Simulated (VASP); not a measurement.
# Pb (Fm-3m) in VASP: further runs

Pb is run at these levels: PBE; tasks: single point.

Program: VASP 6.6.1. These are calculated values, not measurements. Logs are shortened: lines on timing, memory, paths and dates and some standing lists are left out, and cuts for length are marked.

## (1) The cell of the first run

It takes space group Fm-3m (No. 225, cubic). The conventional cell has a = 4.978 Å, b = 4.978 Å, c = 4.978 Å, α = 90.00°, β = 90.00°, γ = 90.00°. Pb (site symmetry m-3m) has 12 Pb at 3.52 Å within 4.6 Å.

## (2) Single point, PBE

INCAR reads:

```
SYSTEM = Pb
ALGO = Normal
EDIFF = 1E-7
ENCUT = 520
GGA = PE
ISIF = 2
ISMEAR = -1
LASPH = .TRUE.
LCHARG = .TRUE.
LELF = .TRUE.
LREAL = .FALSE.
LVHAR = .TRUE.
LWAVE = .FALSE.
NBANDS = 13
NELM = 60
PREC = Accurate
SIGMA = 0.06122561905347299
```

KPOINTS reads:

```
k-points
0
G
  19 19 19
  0 0 0
```

POSCAR reads:

```
Pb
1.0
    0.0000000000      2.4891763361      2.4891763361
    2.4891763361      0.0000000000      2.4891763361
    2.4891763361      2.4891763361      0.0000000000
Pb
1
Direct
    0.0000000000      0.0000000000      0.0000000000
```

Potentials or basis: VASP PAW PBE potentials, release 64 (Pb_d).

The run is started by

```console
cat potpaw_PBE.64/Pb_d/POTCAR > POTCAR
mpirun -np 1 vasp_std > vasp.out
```

OUTCAR:

```text
SYSTEM = Pb
   EDIFF = 1E-7
   ENCUT = 520
   GGA = PE
   ISIF = 2
   ISMEAR = -1
   LASPH = .TRUE.
   LREAL = .FALSE.
   NELM = 60
   PREC = Accurate

 ion  position               nearest neighbor table
   1  0.000  0.000  0.000-

  LATTYP: Found a face centered cubic cell.
 ALAT       =     4.9783526722

  Lattice vectors:

 A1 = (   0.0000000000,   2.4891763361,   2.4891763361)
 A2 = (   2.4891763361,   0.0000000000,   2.4891763361)
 A3 = (   2.4891763361,   2.4891763361,   0.0000000000)

Analysis of symmetry for initial positions (statically):
=====================================================================
 Subroutine PRICEL returns:
 Original cell was already a primitive cell.

 Routine SETGRP: Setting up the symmetry group for a
 face centered cubic supercell.

 Subroutine GETGRP returns: Found 48 space group operations
 (whereof 48 operations were pure point group operations)
 out of a pool of 48 trial point group operations.

The static configuration has the point symmetry O_h .

Analysis of symmetry for dynamics (positions and initial velocities):
=====================================================================
 Subroutine PRICEL returns:
 Original cell was already a primitive cell.

 Routine SETGRP: Setting up the symmetry group for a
 face centered cubic supercell.

 Subroutine GETGRP returns: Found 48 space group operations
 (whereof 48 operations were pure point group operations)
 out of a pool of 48 trial point group operations.

The dynamic configuration has the point symmetry O_h .

 Subroutine INISYM returns: Found 48 space group operations
 (whereof 48 operations are pure point group operations),
 and found     1 'primitive' translations

----------------------------------------------------------------------------------------

                                     Primitive cell

  volume of cell :      30.8459

  direct lattice vectors                    reciprocal lattice vectors
     0.000000000  2.489176336  2.489176336    -0.200869658  0.200869658  0.200869658
     2.489176336  0.000000000  2.489176336     0.200869658 -0.200869658  0.200869658
     2.489176336  2.489176336  0.000000000     0.200869658  0.200869658 -0.200869658

  length of vectors
     3.520226934  3.520226934  3.520226934     0.347916454  0.347916454  0.347916454

  position of ions in fractional coordinates (direct lattice)
     0.000000000  0.000000000  0.000000000
[... 81 lines left out ...]
   NFREE  =      0    steps in history (QN), initial steepest desc. (CG)
   ISIF   =      2    stress and relaxation
   ISYM   =      2    0-nonsym 1-usesym 2-fastsym
   POTIM  = 0.5000    time-step for ionic-motion
   TEBEG  =    0.0;   TEEND  =   0.0 temperature during run
   PSTRESS=    0.0 pullay stress
   NELECT =      14.0000    total number of electrons
   NUPDOWN=      -1.0000    fix difference up-down
   EMIN   =  10.00;   EMAX   =-10.00  energy-range for DOS
   EFERMI =   0.00;   METHOD = LEGACY
   ISMEAR =    -1;   SIGMA  =   0.06  broadening in eV -4-tet -1-fermi 0-gaus
   EFERMI_NEDOS =   21; number of points for ismear=-14 and -15
   IALGO  =     38    algorithm
   IMIX   =      4    mixing-type and parameters
     AMIX     =   0.40;   BMIX     =  1.00
     AMIX_MAG =   1.60;   BMIX_MAG =  1.00
  volume/ion in A,a.u.               =      30.85       208.16
  Fermi-wavevector in a.u.,A,eV,Ry     =   1.258110  2.377483 21.535846  1.582840
  Thomas-Fermi vector in A             =   2.391736
   LORBIT       =      0    0 simple, 1 ext, 2 COOP (PROOUT), +10 PAW based schemes
   GGA     = PE    functional components
   LHFCALC =     F    Hartree Fock is set to
   AEXX    =    0.0000 exact exchange contribution
   IVDW    =     0    specifies the selected vdW correction
   LEPSILON=     F    determine dielectric tensor
   LRPA    =     F    only Hartree local field effects (RPA)
 non-spin polarized calculation
  energy-cutoff  :      520.00
  volume of cell :       30.85
 maximum number of plane-waves:       869
   NGX = 13   NGY = 13   NGZ = 13

 number of electron      14.0000000 magnetization

 Free energy of the ion-electron system (eV)
  ---------------------------------------------------
  ext. energy  EPLUGINS =         0.00000000
  ---------------------------------------------------
  free energy    TOTEN  =        -3.56191722 eV

  energy without entropy =       -3.55545476  energy(sigma->0) =       -3.55868599

 E-fermi :   7.1374     XC(G=0): -10.1025

 val. band max:        7.1365969775   @ k =  -0.2105   0.1579   0.0526
 cond. band min:       7.1488369354   @ k =  -0.4211   0.3684   0.1579
 fundamental gap:      0.0122399579
 Fermi energy:         7.1374210660

 k-point     1 :       0.0000    0.0000    0.0000
  band No.  band energies     occupation
      1      -9.9671      2.00000
      2      -9.9671      2.00000
      3      -9.9671      2.00000
      4      -9.8345      2.00000
      5      -9.8345      2.00000
      6      -4.5471      2.00000
      7      14.3757      0.00000
      8      14.3757      0.00000
      9      14.3757      0.00000
     10      16.8440      0.00000
     11      18.2146      0.00000
     12      19.4511      0.00000
     13      19.4511      0.00000
[... 354 lines left out ...]
  band No.  band energies     occupation
      1      -9.9753      2.00000
      2      -9.9338      2.00000
      3      -9.9310      2.00000
      4      -9.8017      2.00000
      5      -9.7714      2.00000
      6      -3.0282      2.00000
      7       6.9853      1.84606
      8      12.2548      0.00000
      9      13.5828      0.00000
     10      16.3180      0.00000
     11      17.7243      0.00000
     12      18.7650      0.00000
     13      20.1842      0.00000

 [... further k-points ...]

------------------------ aborting loop because EDIFF is reached ----------------------------------------

  FORCE on cell =-STRESS in cart. coord.  units (eV):
  Direction    XX          YY          ZZ          XY          YZ          ZX
  --------------------------------------------------------------------------------------
  -------------------------------------------------------------------------------------
  Total        0.3030787      0.3030787      0.3030787     -0.0000000      0.0000000     -0.0000000
  in kB       15.7423274     15.7423274     15.7423274     -0.0000000      0.0000000     -0.0000000
  external PRESSURE =      15.7423274 kB  Pullay stress =       0.0000000 kB

 VOLUME and BASIS-vectors are now :
 -----------------------------------------------------------------------------
  energy-cutoff  :      520.00
  volume of cell :       30.85
      direct lattice vectors                 reciprocal lattice vectors
     0.000000000  2.489176336  2.489176336    -0.200869658  0.200869658  0.200869658
     2.489176336  0.000000000  2.489176336     0.200869658 -0.200869658  0.200869658
     2.489176336  2.489176336  0.000000000     0.200869658  0.200869658 -0.200869658

 POSITION                                       TOTAL-FORCE (eV/Angst)
 -----------------------------------------------------------------------------------
      0.00000      0.00000      0.00000         0.000000      0.000000      0.000000
 -----------------------------------------------------------------------------------
    total drift:                               -0.000000     -0.000000     -0.000000

  FREE ENERGIE OF THE ION-ELECTRON SYSTEM (eV)
  ---------------------------------------------------
  free  energy   TOTEN  =        -3.5619172218 eV

  energy  without entropy=       -3.5554547637  energy(sigma->0) =       -3.55868599
```

stdout:

```text
POSCAR found type information on POSCAR Pb
 POSCAR found :  1 types and       1 ions
 scaLAPACK will be used
 LDA part: xc-table for (Slater+PW92), standard interpolation
 POSCAR, INCAR and KPOINTS ok, starting setup
 FFT: planning ... GRIDC
 FFT: planning ... GRID_SOFT
 FFT: planning ... GRID
 WAVECAR not read
 entering main loop
```

Wall time 97 s (1 thread of Intel Xeon 6975P-C (Granite Rapids), shared host); peak memory 0.21 GiB.

What came out:

```yaml
Free_energy: -3.5619 eV
Pressure: 1.6 GPa
Band_gap_on_the_k_mesh: zero (bands 7 and 8 overlap by 8.92 eV)
```

Caveat: spin-orbit coupling is left out, which moves the levels of the heavy elements.

## (3) Single point, PBE

This run uses another cell than the first one, of 31.49 Å³/atom.

INCAR reads:

```
  ALGO = Normal
  EDIFF = 1E-6
  ENCUT = 520
  GGA = PE
  ISIF = 2
  ISMEAR = -1
  LASPH = T
  LCHARG = T
  LELF = T
  LREAL = F
  LVHAR = T
  LWAVE = F
  NBANDS = 13
  NELM = 100
  PREC = Accurate
  SIGMA = 0.06122561905347299
```

KPOINTS reads:

```
k-points
0
Gamma
  19 19 19
```

POSCAR reads:

```
Pb
1.0
    0.0000000000      2.5063436120      2.5063436120
    2.5063436120      0.0000000000      2.5063436120
    2.5063436120      2.5063436120      0.0000000000
Pb
1
Direct
    0.0000000000      0.0000000000      0.0000000000
```

Potentials or basis: VASP PAW PBE potentials, release 64 (Pb_d).

The run is started by

```console
cat potpaw_PBE.64/Pb_d/POTCAR > POTCAR
mpirun -np 1 vasp_std > vasp.out
```

OUTCAR:

```text
EDIFF = 1E-6
   ENCUT = 520
   GGA = PE
   ISIF = 2
   ISMEAR = -1
   LASPH = T
   LREAL = F
   NELM = 100
   PREC = Accurate

 ion  position               nearest neighbor table
   1  0.000  0.000  0.000-

  LATTYP: Found a face centered cubic cell.
 ALAT       =     5.0126872240

  Lattice vectors:

 A1 = (   0.0000000000,   2.5063436120,   2.5063436120)
 A2 = (   2.5063436120,   0.0000000000,   2.5063436120)
 A3 = (   2.5063436120,   2.5063436120,   0.0000000000)

Analysis of symmetry for initial positions (statically):
=====================================================================
 Subroutine PRICEL returns:
 Original cell was already a primitive cell.

 Routine SETGRP: Setting up the symmetry group for a
 face centered cubic supercell.

 Subroutine GETGRP returns: Found 48 space group operations
 (whereof 48 operations were pure point group operations)
 out of a pool of 48 trial point group operations.

The static configuration has the point symmetry O_h .

Analysis of symmetry for dynamics (positions and initial velocities):
=====================================================================
 Subroutine PRICEL returns:
[... 167 lines left out ...]
      5     -10.0551      2.00000
      6      -4.6371      2.00000
      7      13.9898      0.00000
      8      13.9898      0.00000
      9      13.9898      0.00000
     10      16.6038      0.00000
     11      17.7285      0.00000
     12      19.0774      0.00000
     13      19.0774      0.00000
[... 354 lines left out ...]
  band No.  band energies     occupation
      1     -10.1858      2.00000
      2     -10.1481      2.00000
      3     -10.1456      2.00000
      4     -10.0239      2.00000
      5      -9.9955      2.00000
      6      -3.1557      2.00000
      7       6.7448      1.87334
      8      11.9255      0.00000
      9      13.2117      0.00000
     10      16.0026      0.00000
     11      17.3955      0.00000
     12      18.4241      0.00000
     13      19.8220      0.00000

 [... further k-points ...]

------------------------ aborting loop because EDIFF is reached ----------------------------------------

  FORCE on cell =-STRESS in cart. coord.  units (eV):
  Direction    XX          YY          ZZ          XY          YZ          ZX
  --------------------------------------------------------------------------------------
  -------------------------------------------------------------------------------------
  Total        0.1277202      0.1277202      0.1277202     -0.0000000     -0.0000000      0.0000000
  in kB        6.4985779      6.4985779      6.4985779     -0.0000000     -0.0000000      0.0000000
  external PRESSURE =       6.4985779 kB  Pullay stress =       0.0000000 kB

 VOLUME and BASIS-vectors are now :
 -----------------------------------------------------------------------------
  energy-cutoff  :      520.00
  volume of cell :       31.49
      direct lattice vectors                 reciprocal lattice vectors
     0.000000000  2.506343612  2.506343612    -0.199493796  0.199493796  0.199493796
     2.506343612  0.000000000  2.506343612     0.199493796 -0.199493796  0.199493796
     2.506343612  2.506343612  0.000000000     0.199493796  0.199493796 -0.199493796

 POSITION                                       TOTAL-FORCE (eV/Angst)
 -----------------------------------------------------------------------------------
      0.00000      0.00000      0.00000         0.000000      0.000000      0.000000
 -----------------------------------------------------------------------------------
    total drift:                               -0.000000     -0.000000     -0.000000

  FREE ENERGIE OF THE ION-ELECTRON SYSTEM (eV)
  ---------------------------------------------------
  free  energy   TOTEN  =        -3.5666462367 eV

  energy  without entropy=       -3.5602313550  energy(sigma->0) =       -3.56343880
```

OSZICAR:

```text
N       E                     dE             d eps       ncg     rms          rms(c)
DAV:   1     0.107841934217E+03    0.10784E+03   -0.71180E+03  5848   0.124E+03
DAV:   2     0.176928724571E+01   -0.10607E+03   -0.10252E+03  5965   0.311E+02
DAV:   3    -0.344590971752E+01   -0.52152E+01   -0.51909E+01  7106   0.740E+01
DAV:   4    -0.357133303681E+01   -0.12542E+00   -0.12539E+00  7197   0.123E+01
DAV:   5    -0.357674869945E+01   -0.54157E-02   -0.54155E-02  7969   0.237E+00    0.493E-01
DAV:   6    -0.356849169873E+01    0.82570E-02   -0.12378E-02  7520   0.190E+00    0.250E-01
DAV:   7    -0.356666066361E+01    0.18310E-02   -0.54704E-03  7425   0.119E+00    0.888E-02
DAV:   8    -0.356664996109E+01    0.10703E-04   -0.42590E-04  7368   0.332E-01    0.106E-02
DAV:   9    -0.356664687161E+01    0.30895E-05   -0.12250E-05  7783   0.602E-02    0.490E-03
DAV:  10    -0.356664623669E+01    0.63492E-06   -0.12408E-06  6086   0.106E-02
   1 F= -.35666462E+01 E0= -.35634388E+01  d E =-.641488E-02
```

stdout:

```text
POSCAR found type information on POSCAR Pb
 POSCAR found :  1 types and       1 ions
 scaLAPACK will be used
 LDA part: xc-table for (Slater+PW92), standard interpolation
 POSCAR, INCAR and KPOINTS ok, starting setup
 FFT: planning ... GRIDC
 FFT: planning ... GRID_SOFT
 FFT: planning ... GRID
 WAVECAR not read
 entering main loop
```

It took 66 s on 1 thread of Intel Xeon 6975P-C (Granite Rapids), shared host; peak memory 0.21 GiB.

What came out:

```
Free energy            : -3.5666 eV
Pressure               : 0.6 GPa
Band gap on the k mesh : zero (bands 7 and 8 overlap by 8.71 eV)
```

Caveat: spin-orbit coupling is left out, which moves the levels of the heavy elements.

## (4) Single point, PBE

This run uses another cell than the first one, of 31.49 Å³/atom.

INCAR reads:

```
SYSTEM = Pb
ALGO = Normal ; EDIFF = 1E-6
ENCUT = 520 ; GGA = PE
ISIF = 2 ; ISMEAR = -1
LASPH = .TRUE. ; LCHARG = .FALSE.
LREAL = .FALSE. ; LWAVE = .FALSE.
NBANDS = 13 ; NELM = 100
PREC = Accurate ; SIGMA = 0.06122561905347299
```

KPOINTS reads:

```
k-points
0
G
  19 19 19
  0 0 0
```

POSCAR is that of step 3.

Potentials or basis: VASP PAW PBE potentials, release 64 (Pb_d).

The run is started by

```console
cat potpaw_PBE.64/Pb_d/POTCAR > POTCAR
mpirun -np 1 vasp_std > vasp.out
```

OUTCAR:

```text
SYSTEM = Pb
   EDIFF = 1E-6
   ENCUT = 520
   GGA = PE
   ISIF = 2
   ISMEAR = -1
   LASPH = .TRUE.
   LREAL = .FALSE.
   NELM = 100
   PREC = Accurate

 ion  position               nearest neighbor table
   1  0.000  0.000  0.000-

  LATTYP: Found a face centered cubic cell.
 ALAT       =     5.0126872240

  Lattice vectors:

 A1 = (   0.0000000000,   2.5063436120,   2.5063436120)
 A2 = (   2.5063436120,   0.0000000000,   2.5063436120)
 A3 = (   2.5063436120,   2.5063436120,   0.0000000000)

Analysis of symmetry for initial positions (statically):
=====================================================================
 Subroutine PRICEL returns:
 Original cell was already a primitive cell.

 Routine SETGRP: Setting up the symmetry group for a
 face centered cubic supercell.

 Subroutine GETGRP returns: Found 48 space group operations
 (whereof 48 operations were pure point group operations)
 out of a pool of 48 trial point group operations.

The static configuration has the point symmetry O_h .

Analysis of symmetry for dynamics (positions and initial velocities):
[... 165 lines left out ...]
      1     -10.1795      2.00000
      2     -10.1795      2.00000
      3     -10.1795      2.00000
      4     -10.0551      2.00000
      5     -10.0551      2.00000
      6      -4.6371      2.00000
      7      13.9898      0.00000
      8      13.9898      0.00000
      9      13.9898      0.00000
     10      16.6038      0.00000
     11      17.7285      0.00000
     12      19.0774      0.00000
     13      19.0774      0.00000
[... 354 lines left out ...]
  band No.  band energies     occupation
      1     -10.1858      2.00000
      2     -10.1481      2.00000
      3     -10.1456      2.00000
      4     -10.0239      2.00000
      5      -9.9955      2.00000
      6      -3.1557      2.00000
      7       6.7448      1.87334
      8      11.9255      0.00000
      9      13.2117      0.00000
     10      16.0026      0.00000
     11      17.3955      0.00000
     12      18.4241      0.00000
     13      19.8220      0.00000

 [... further k-points ...]

------------------------ aborting loop because EDIFF is reached ----------------------------------------

  FORCE on cell =-STRESS in cart. coord.  units (eV):
  Direction    XX          YY          ZZ          XY          YZ          ZX
  --------------------------------------------------------------------------------------
  -------------------------------------------------------------------------------------
  Total        0.1277202      0.1277202      0.1277202     -0.0000000     -0.0000000      0.0000000
  in kB        6.4985779      6.4985779      6.4985779     -0.0000000     -0.0000000      0.0000000
  external PRESSURE =       6.4985779 kB  Pullay stress =       0.0000000 kB

 VOLUME and BASIS-vectors are now :
 -----------------------------------------------------------------------------
  energy-cutoff  :      520.00
  volume of cell :       31.49
      direct lattice vectors                 reciprocal lattice vectors
     0.000000000  2.506343612  2.506343612    -0.199493796  0.199493796  0.199493796
     2.506343612  0.000000000  2.506343612     0.199493796 -0.199493796  0.199493796
     2.506343612  2.506343612  0.000000000     0.199493796  0.199493796 -0.199493796

 POSITION                                       TOTAL-FORCE (eV/Angst)
 -----------------------------------------------------------------------------------
      0.00000      0.00000      0.00000         0.000000      0.000000      0.000000
 -----------------------------------------------------------------------------------
    total drift:                               -0.000000     -0.000000     -0.000000

  FREE ENERGIE OF THE ION-ELECTRON SYSTEM (eV)
  ---------------------------------------------------
  free  energy   TOTEN  =        -3.5666462367 eV

  energy  without entropy=       -3.5602313550  energy(sigma->0) =       -3.56343880
```

It took 58 s on 1 thread of Intel Xeon 6975P-C (Granite Rapids), shared host; peak memory 0.21 GiB.

What came out:

| Property | Result |
| --- | --- |
| Free energy | -3.5666 eV |
| Pressure | 0.6 GPa |
| Band gap on the k mesh | zero (bands 7 and 8 overlap by 8.71 eV) |

Caveat: spin-orbit coupling is left out, which moves the levels of the heavy elements.

## (5) Single point, PBE

This run uses another cell than the first one, of 32.13 Å³/atom.

INCAR reads:

```
  ALGO = Normal
  EDIFF = 1E-6
  ENCUT = 520
  GGA = PE
  ISIF = 2
  ISMEAR = -1
  LASPH = True
  LCHARG = False
  LREAL = False
  LWAVE = False
  NBANDS = 13
  NELM = 80
  PREC = Accurate
  SIGMA = 0.06122561905347299
```

KPOINTS reads:

```
k-points
0
Gamma
  19 19 19
```

POSCAR reads:

```
Pb
1.0
    0.0000000000      2.5232788798      2.5232788798
    2.5232788798      0.0000000000      2.5232788798
    2.5232788798      2.5232788798      0.0000000000
Pb
1
Direct
    0.0000000000      0.0000000000      0.0000000000
```

The run is started by

```console
cat potpaw_PBE.64/Pb_d/POTCAR > POTCAR
mpirun -np 1 vasp_std > vasp.out
```

Run time: 66 s. Hardware: 1 thread of Intel Xeon 6975P-C (Granite Rapids), shared host; peak memory 0.21 GiB.

It converged, with:

* Free energy: -3.5679 eV
* Pressure: -0.2 GPa
* Band gap on the k mesh: zero (bands 7 and 8 overlap by 8.52 eV)

Levels at points of the mesh, in eV from the Fermi level:
```tsv
k point	band 4	band 5	band 6	band 7	band 8	band 9	band 10	band 11
(0.00, 0.00, 0.00)	-16.96	-16.96	-11.42	6.93	6.93	6.93	9.68	10.57
```

Caveat: spin-orbit coupling is left out, which moves the levels of the heavy elements.

(Continued in part 2 of 2.)

The gap in the log of VASP goes by the Fermi energy; the results here count the filled bands.